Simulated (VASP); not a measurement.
A run of VASP 6.6.1 is set up as follows.

Contents of POSCAR:

```
CdTe
1.0
    0.0000000000      3.2821135600      3.2821135600
    3.2821135600      0.0000000000      3.2821135600
    3.2821135600      3.2821135600      0.0000000000
Cd Te
1 1
Direct
    0.0000000000      0.0000000000      0.0000000000
    0.7500000000      0.7500000000      0.7500000000
```

The input INCAR.step1:

```
PREC = Accurate
ENCUT = 520
ISMEAR = 0
SIGMA = 0.1
LREAL = F
LASPH = T
NELM = 60
NBANDS = 16
GGA = PE
ALGO = Normal
EDIFF = 1E-4
LWAVE = T
LCHARG = F
```

File INCAR.step2:

```
PREC = Accurate
ENCUT = 520
EDIFF = 1E-6
ISMEAR = 0
SIGMA = 0.1
LREAL = F
LASPH = T
NELM = 60
ALGO = Normal
ISIF = 2
LWAVE = F
LCHARG = T
METAGGA = R2SCAN
LMIXTAU = T
LELF = T
LVHAR = T
NBANDS = 16
ISTART = 1
```

The input KPOINTS:

```
Automatic mesh
0
Gamma
  6 6 6
```

Potentials or basis: VASP PAW PBE potentials, release 64 (Cd, Te).

Launch:

```sh
$ cat potpaw_PBE.64/Cd/POTCAR potpaw_PBE.64/Te/POTCAR > POTCAR
$ cp INCAR.step1 INCAR
$ mpirun -np 1 vasp_std > vasp.out
$ cp INCAR.step2 INCAR
$ mpirun -np 1 vasp_std > vasp.out
```

Problem. What does it give for the band gap on the k mesh?

Solution. 1.15 eV, direct.

Problem. What does it give for the pressure?

Solution. 0.0 GPa.

Caveat: the PAW data sets were made with another functional, which shifts forces and pressure a little; spin-orbit coupling is left out, which moves the levels of the heavy elements. r2SCAN opens gaps a little over a GGA but as a rule still falls short of measured ones.
